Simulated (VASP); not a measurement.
The system is Na4Bi.

```
CELL_PARAMETERS angstrom
-3.28681 3.28681 3.28681
3.28681 -3.28681 3.28681
3.28681 3.28681 -3.28681
ATOMIC_POSITIONS crystal
Na 0.34960 0.34960 0.34960
Na 0.65040 0.00000 0.00000
Na 0.00000 0.00000 0.65040
Na 0.00000 0.65040 0.00000
Bi 0.00000 0.00000 0.00000
```

| Item | Value |
| --- | --- |
| Program | VASP 6.6.1 |
| Task | relaxation of cell and atoms |
| Functional | PBE |
| Potentials or basis | VASP PAW PBE potentials, release 64 (Na_pv, Bi_d) |
| Cutoff | 600 eV |
| k mesh | 4 × 4 × 4 |
| Occupations | gaussian, width 0.1 eV |
| Spin | no spin polarisation |

At the start: pressure 40.2 GPa; volume 28.41 Å³/atom.

Problem. How do energy, volume and symmetry change on relaxing?

Solution. Over 20 steps the energy falls by 3176.0 meV/atom and the volume is 40.50 Å³/atom (+42.6 %); space group Im-3m (No. 229, to 0.05 Å).

Step by step:
| step | energy change (eV) | largest force (eV/Å) | pressure (GPa) | volume (Å³) |
| --- | --- | --- | --- | --- |
| 1 | 0.0000 | 13.3079 | 40.16 | 142.03 |
| 2 | -14.4470 | 0.0598 | -2.02 | 344.45 |
| 3 | -15.2066 | 0.5895 | -0.10 | 244.20 |
| 4 | -15.2392 | 0.3041 | -1.00 | 264.86 |
| 5 | -15.2495 | 0.4049 | -0.68 | 256.32 |
| 6 | -15.2465 | 0.4427 | -0.58 | 253.59 |
| 7 | -15.3016 | 0.4619 | -0.45 | 246.98 |
| 8 | -15.4430 | 0.5228 | -0.04 | 227.84 |
| 9 | -15.5630 | 0.6051 | 1.45 | 192.58 |
| 10 | -15.6078 | 0.5486 | 1.39 | 191.44 |
| 11 | -15.7122 | 0.3858 | 1.34 | 188.05 |
| 12 | -15.7787 | 0.0502 | 1.60 | 181.40 |
| 13 | -15.7817 | 0.1157 | 1.51 | 182.58 |
| 14 | -15.8372 | 0.1003 | 0.90 | 190.00 |
| 15 | -15.8720 | 0.0774 | -0.12 | 205.56 |
| 16 | -15.8728 | 0.0797 | 0.00 | 203.54 |
| 17 | -15.8728 | 0.0801 | 0.03 | 203.11 |
| 18 | -15.8740 | 0.0727 | 0.03 | 203.05 |
| 19 | -15.8771 | 0.0516 | 0.05 | 202.87 |
| 20 | -15.8802 | 0.0117 | 0.03 | 202.51 |

Final structure:
```
CELL_PARAMETERS angstrom
-3.69935 3.69935 3.69935
3.69935 -3.69935 3.69935
3.69935 3.69935 -3.69935
ATOMIC_POSITIONS crystal
Na 0.49886 0.49886 0.49886
Na 0.50114 0.00000 0.00000
Na 0.00000 0.00000 0.50114
Na 0.00000 0.50114 0.00000
Bi 0.00000 0.00000 0.00000
```

Caveat: the volume moved by over 15 % at a fixed basis, so the end points are rough.
